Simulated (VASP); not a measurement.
# Cu (I4/mmm) in VASP: a series of runs

Cu is run at these levels: PBE; tasks: single point.

Program: VASP 6.6.1. These are calculated values, not measurements. Logs are shortened: lines on timing, memory, paths and dates and some standing lists are left out, and cuts for length are marked.

### Step 1. The cell of the first run

It takes space group I4/mmm (No. 139, tetragonal). The conventional cell has a = 2.996 Å, b = 2.996 Å, c = 2.672 Å, α = 90.00°, β = 90.00°, γ = 90.00°. Within 3.3 Å of Cu (site symmetry 4/mmm) lie 14 Cu at 2.50 to 3.00 Å.

### Step 2. Single point, PBE

The input, INCAR:

```
SYSTEM = Cu
PREC     = Accurate       ! precision mode
ENCUT    = 520            ! plane-wave cutoff, eV
EDIFF    = 1E-6           ! SCF threshold, eV
ISMEAR   = 0              ! smearing method
SIGMA    = 0.15           ! smearing width, eV
LREAL    = .FALSE.        ! projectors in reciprocal space
LASPH    = .TRUE.         ! aspherical terms in the spheres
NELM     = 80             ! most SCF steps
ALGO     = Normal         ! electronic algorithm
ISIF     = 2              ! what is computed and relaxed
LWAVE    = .FALSE.        ! write WAVECAR
LCHARG   = .FALSE.        ! write CHGCAR
GGA      = PE             ! functional
NBANDS   = 12             ! bands
```

The input, KPOINTS:

```
regular mesh
0
G
  22 22 22
  0 0 0
```

The input, POSCAR:

```
Cu
1.0
   -1.4978000000      1.4978000000      1.3359000000
    1.4978000000     -1.4978000000      1.3359000000
    1.4978000000      1.4978000000     -1.3359000000
Cu
1
Direct
    0.0000000000      0.0000000000      0.0000000000
```

Potentials or basis: VASP PAW PBE potentials, release 64 (Cu).

Started as:

```sh
> cat potpaw_PBE.64/Cu/POTCAR > POTCAR
> mpirun -np 1 vasp_std > vasp.out
```

OUTCAR:

```text
SYSTEM = Cu
   PREC = Accurate
   ENCUT = 520
   EDIFF = 1E-6
   ISMEAR = 0
   LREAL = .FALSE.
   LASPH = .TRUE.
   NELM = 80
   ISIF = 2
   GGA = PE

 ion  position               nearest neighbor table
   1  0.000  0.000  0.000-

  LATTYP: Found a body centered tetragonal cell.
 ALAT       =     2.9956000000
 C/A-ratio  =     0.8919081319

  Lattice vectors:

 A1 = (  -1.4978000000,   1.4978000000,   1.3359000000)
 A2 = (   1.4978000000,  -1.4978000000,   1.3359000000)
 A3 = (   1.4978000000,   1.4978000000,  -1.3359000000)

Analysis of symmetry for initial positions (statically):
=====================================================================
 Subroutine PRICEL returns:
 Original cell was already a primitive cell.

 Routine SETGRP: Setting up the symmetry group for a
 body centered tetragonal supercell.

 Subroutine GETGRP returns: Found 16 space group operations
 (whereof 16 operations were pure point group operations)
 out of a pool of 16 trial point group operations.

The static configuration has the point symmetry D_4h.

Analysis of symmetry for dynamics (positions and initial velocities):
=====================================================================
 Subroutine PRICEL returns:
 Original cell was already a primitive cell.

 Routine SETGRP: Setting up the symmetry group for a
 body centered tetragonal supercell.

 Subroutine GETGRP returns: Found 16 space group operations
 (whereof 16 operations were pure point group operations)
 out of a pool of 16 trial point group operations.

The dynamic configuration has the point symmetry D_4h.

 Subroutine INISYM returns: Found 16 space group operations
 (whereof 16 operations are pure point group operations),
 and found     1 'primitive' translations

----------------------------------------------------------------------------------------

                                     Primitive cell

  volume of cell :      11.9879

  direct lattice vectors                    reciprocal lattice vectors
    -1.497800000  1.497800000  1.335900000     0.000000000  0.333822940  0.374279512
     1.497800000 -1.497800000  1.335900000     0.333822940  0.000000000  0.374279512
     1.497800000  1.497800000 -1.335900000     0.333822940  0.333822940  0.000000000

  length of vectors
     2.504284027  2.504284027  2.504284027     0.501520596  0.501520596  0.472096930

  position of ions in fractional coordinates (direct lattice)
     0.000000000  0.000000000  0.000000000

  ion indices of the primitive-cell ions
   primitive index   ion index
                 1           1

----------------------------------------------------------------------------------------

 KPOINTS: regular mesh

Automatic generation of k-mesh.
 Grid dimensions read from file:
 generate k-points for:   22   22   22

 Generating k-lattice:

  Cartesian coordinates                     Fractional coordinates (reciprocal lattice)
     0.000000000  0.015173770  0.017012705     0.045454545  0.000000000 -0.000000000
     0.015173770  0.000000000  0.017012705     0.000000000  0.045454545 -0.000000000
     0.015173770  0.015173770  0.000000000     0.000000000  0.000000000  0.045454545

  Length of vectors
     0.022796391  0.022796391  0.021458951

  Shift w.r.t. Gamma in fractional coordinates (k-lattice)
     0.000000000  0.000000000  0.000000000

 Subroutine IBZKPT returns following result:
 ===========================================

 Found    834 irreducible k-points:

 Following reciprocal coordinates:
            Coordinates               Weight
  0.000000  0.000000  0.000000      1.000000
  0.045455 -0.000000  0.000000      8.000000
  0.090909 -0.000000  0.000000      8.000000
  0.136364  0.000000 -0.000000      8.000000
  0.181818  0.000000  0.000000      8.000000
  0.227273  0.000000 -0.000000      8.000000
[... 16 lines left out ...]
  0.500000  0.045455 -0.000000     16.000000
 -0.454545  0.045455  0.000000     16.000000
 [... further k-points ...]
   k-points           NKPTS =    834   k-points in BZ     NKDIM =    834   number of bands    NBANDS=     12
   number of dos      NEDOS =    301   number of ions     NIONS =      1
   total plane-waves  NPLWV =   8000
   dimension x,y,z NGX =    20 NGY =   20 NGZ =   20
   dimension x,y,z NGXF=    40 NGYF=   40 NGZF=   40
   ions per type =               1
   NGX,Y,Z   is equivalent  to a cutoff of  13.28, 13.28, 13.28 a.u.
   NGXF,Y,Z  is equivalent  to a cutoff of  26.55, 26.55, 26.55 a.u.
 SYSTEM =  Cu
   PREC   = accura    normal or accurate (medium, high low for compatibility)
   ISTART =      0    job   : 0-new  1-cont  2-samecut
   ICHARG =      2    charge: 1-file 2-atom 10-const
   ISPIN  =      1    spin polarized calculation?
   LNONCOLLINEAR =      F non collinear calculations
   LSORBIT =      F    spin-orbit coupling
   LASPH  =      T    aspherical Exc in radial PAW
   ENCUT  =  520.0 eV  38.22 Ry    6.18 a.u.   4.66  4.66  4.66*2*pi/ulx,y,z
   NELM   =     80;   NELMIN=  2; NELMDL= -5     # of ELM steps
   EDIFF  = 0.1E-05   stopping-criterion for ELM
   LREAL  =      F    real-space projection
   EDIFFG = 0.1E-04   stopping-criterion for IOM
   NSW    =      0    number of steps for IOM
   IBRION =     -1    ionic relax: 0-MD 1-quasi-New 2-CG
   NFREE  =      0    steps in history (QN), initial steepest desc. (CG)
   ISIF   =      2    stress and relaxation
   ISYM   =      2    0-nonsym 1-usesym 2-fastsym
   POTIM  = 0.5000    time-step for ionic-motion
   TEBEG  =    0.0;   TEEND  =   0.0 temperature during run
   PSTRESS=    0.0 pullay stress
   NELECT =      11.0000    total number of electrons
   NUPDOWN=      -1.0000    fix difference up-down
   EMIN   =  10.00;   EMAX   =-10.00  energy-range for DOS
   EFERMI =   0.00;   METHOD = LEGACY
   ISMEAR =     0;   SIGMA  =   0.15  broadening in eV -4-tet -1-fermi 0-gaus
   EFERMI_NEDOS =   21; number of points for ismear=-14 and -15
   IALGO  =     38    algorithm
   IMIX   =      4    mixing-type and parameters
     AMIX     =   0.40;   BMIX     =  1.00
     AMIX_MAG =   1.60;   BMIX_MAG =  1.00
  volume/ion in A,a.u.               =      11.99        80.90
  Fermi-wavevector in a.u.,A,eV,Ry     =   1.590835  3.006243 34.433035  2.530757
  Thomas-Fermi vector in A             =   2.689469
   LORBIT       =      0    0 simple, 1 ext, 2 COOP (PROOUT), +10 PAW based schemes
   GGA     = PE    functional components
   LHFCALC =     F    Hartree Fock is set to
   AEXX    =    0.0000 exact exchange contribution
   IVDW    =     0    specifies the selected vdW correction
   LEPSILON=     F    determine dielectric tensor
   LRPA    =     F    only Hartree local field effects (RPA)
 non-spin polarized calculation
 Gauss-broadening in eV      SIGMA  =   0.15
  energy-cutoff  :      520.00
  volume of cell :       11.99
 maximum number of plane-waves:       337
   NGX =  9   NGY =  9   NGZ =  9

 number of electron      10.9999991 magnetization

 Free energy of the ion-electron system (eV)
  ---------------------------------------------------
  ext. energy  EPLUGINS =         0.00000000
  ---------------------------------------------------
  free energy    TOTEN  =        -3.69170131 eV

  energy without entropy =       -3.68685311  energy(sigma->0) =       -3.68927721

 E-fermi :   7.4172     XC(G=0): -12.6387

 val. band max:        7.4171145059   @ k =  -0.0909   0.4545   0.0909
 cond. band min:       7.4183136346   @ k =  -0.2273  -0.2727   0.0455
 fundamental gap:      0.0011991286
 Fermi energy:         7.4171781496

 k-point     1 :       0.0000    0.0000    0.0000
  band No.  band energies     occupation
      1      -1.8308      2.00000
      2       4.0749      2.00000
      3       4.5330      2.00000
      4       4.5330      2.00000
      5       5.0262      2.00000
      6       5.5181      2.00000
      7      30.7398      0.00000
      8      30.7398      0.00000
      9      34.2854      0.00000
     10      34.4887      0.00000
     11      34.9403      0.00000
     12      35.6316      0.00000

 k-point     2 :       0.0455   -0.0000    0.0000
  band No.  band energies     occupation
      1      -1.7482      2.00000
      2       4.0856      2.00000
      3       4.5283      2.00000
      4       4.5350      2.00000
      5       5.0321      2.00000
      6       5.5050      2.00000
      7      30.4202      0.00000
      8      30.4490      0.00000
      9      33.2328      0.00000
     10      34.2707      0.00000
     11      34.8773      0.00000
     12      34.9713      0.00000

 k-point     3 :       0.0909   -0.0000    0.0000
  band No.  band energies     occupation
      1      -1.5020      2.00000
      2       4.1027      2.00000
      3       4.5106      2.00000
      4       4.5565      2.00000
      5       5.0528      2.00000
      6       5.4701      2.00000
      7      29.5324      0.00000
      8      29.7851      0.00000
      9      31.0095      0.00000
     10      33.1466      0.00000
     11      34.0499      0.00000
     12      35.0911      0.00000
[... 286 lines left out ...]
 k-point    23 :       0.5000    0.0455   -0.0000
  band No.  band energies     occupation
      1       2.5192      2.00000
      2       3.5092      2.00000
      3       5.2573      2.00000
      4       5.5945      2.00000
      5       5.9046      2.00000
      6       7.2822      1.79682
      7      12.3884      0.00000
      8      23.0015      0.00000
      9      23.9116      0.00000
     10      28.3181      0.00000
     11      31.1240      0.00000
     12      39.8733      0.00000

 k-point    24 :      -0.4545    0.0455    0.0000
  band No.  band energies     occupation
      1       2.4592      2.00000
      2       3.5421      2.00000
      3       5.2734      2.00000
      4       5.4875      2.00000
      5       5.7755      2.00000
      6       6.5930      2.00000
      7      13.5835      0.00000
      8      23.0809      0.00000
      9      24.1838      0.00000
     10      28.4395      0.00000
     11      31.2564      0.00000
     12      40.2612      0.00000

 [... further k-points ...]

------------------------ aborting loop because EDIFF is reached ----------------------------------------

  FORCE on cell =-STRESS in cart. coord.  units (eV):
  Direction    XX          YY          ZZ          XY          YZ          ZX
  --------------------------------------------------------------------------------------
  -------------------------------------------------------------------------------------
  Total        0.0499680      0.0499680      0.1450768      0.0000000      0.0000000      0.0000000
  in kB        6.6782275      6.6782275     19.3895181      0.0000000      0.0000000      0.0000000
  external PRESSURE =      10.9153244 kB  Pullay stress =       0.0000000 kB

 VOLUME and BASIS-vectors are now :
 -----------------------------------------------------------------------------
  energy-cutoff  :      520.00
  volume of cell :       11.99
      direct lattice vectors                 reciprocal lattice vectors
    -1.497800000  1.497800000  1.335900000     0.000000000  0.333822940  0.374279512
     1.497800000 -1.497800000  1.335900000     0.333822940  0.000000000  0.374279512
     1.497800000  1.497800000 -1.335900000     0.333822940  0.333822940  0.000000000

 POSITION                                       TOTAL-FORCE (eV/Angst)
 -----------------------------------------------------------------------------------
      0.00000      0.00000      0.00000         0.000000      0.000000      0.000000
 -----------------------------------------------------------------------------------
    total drift:                                0.000000      0.000000      0.000000

  FREE ENERGIE OF THE ION-ELECTRON SYSTEM (eV)
  ---------------------------------------------------
  free  energy   TOTEN  =        -3.6917013128 eV

  energy  without entropy=       -3.6868531088  energy(sigma->0) =       -3.68927721
```

Wall time 80 s (1 thread of Intel Xeon 6975P-C (Granite Rapids), shared host); peak memory 0.22 GiB.

What came out:

| Quantity | Value |
| --- | --- |
| Free energy | -3.6917 eV |
| Pressure | 1.1 GPa |

### Step 3. Single point, PBE

This run uses another cell than the first one, of 12.19 Å³/atom, 1.017 times its volume.

The input, INCAR:

```
SYSTEM = Cu
PREC = Accurate
ENCUT = 520
EDIFF = 1E-6
ISMEAR = 0
SIGMA = 0.15
LREAL = .False.
LASPH = .True.
NELM = 100
ALGO = Normal
ISIF = 2
LWAVE = .False.
LCHARG = .True.
GGA = PE
LELF = .True.
LVHAR = .True.
NBANDS = 12
```

The input, KPOINTS:

```
Automatic mesh
0
Gamma
  22 22 22
  0 0 0
```

The input, POSCAR:

```
Cu
1.0
   -1.4978000000      1.4978000000      1.3589500000
    1.4978000000     -1.4978000000      1.3589500000
    1.4978000000      1.4978000000     -1.3589500000
Cu
1
Direct
    0.0000000000      0.0000000000      0.0000000000
```

Potentials or basis: VASP PAW PBE potentials, release 64 (Cu).

Started as:

```sh
> cat potpaw_PBE.64/Cu/POTCAR > POTCAR
> mpirun -np 1 vasp_std > vasp.out
```

Run time: 77 s. Hardware: 1 thread of Intel Xeon 6975P-C (Granite Rapids), shared host; peak memory 0.22 GiB.

Results (log left out):

* Free energy: -3.6925 eV
* Pressure: -1.3 GPa

Stress tensor (GPa, compression positive):
```
-1.53  0.00  0.00
 0.00 -1.53  0.00
 0.00  0.00 -0.80
```

Levels at points of the mesh, in eV from the Fermi level:
| k point | band 2 | band 3 | band 4 | band 5 | band 6 | band 7 | band 8 | band 9 | band 10 | band 11 |
| --- | --- | --- | --- | --- | --- | --- | --- | --- | --- | --- |
| (0.00, 0.00, 0.00) | -3.24 | -2.86 | -2.86 | -2.29 | -1.89 | 23.44 | 23.44 | 26.35 | 27.15 | 27.46 |
| (0.50, 0.00, 0.00) | -3.82 | -2.10 | -1.76 | -1.36 | -0.24 | 4.57 | 16.33 | 16.46 | 20.27 | 23.01 |
| (0.50, 0.50, 0.00) | -3.37 | -2.37 | -2.05 | -1.40 | -0.96 | 3.51 | 19.03 | 19.15 | 22.64 | 25.25 |
| (0.50, 0.50, 0.50) | -4.43 | -1.55 | -1.55 | -1.45 | 6.90 | 6.90 | 10.59 | 12.44 | 12.96 | 16.78 |

(Continued in part 2 of 2.)
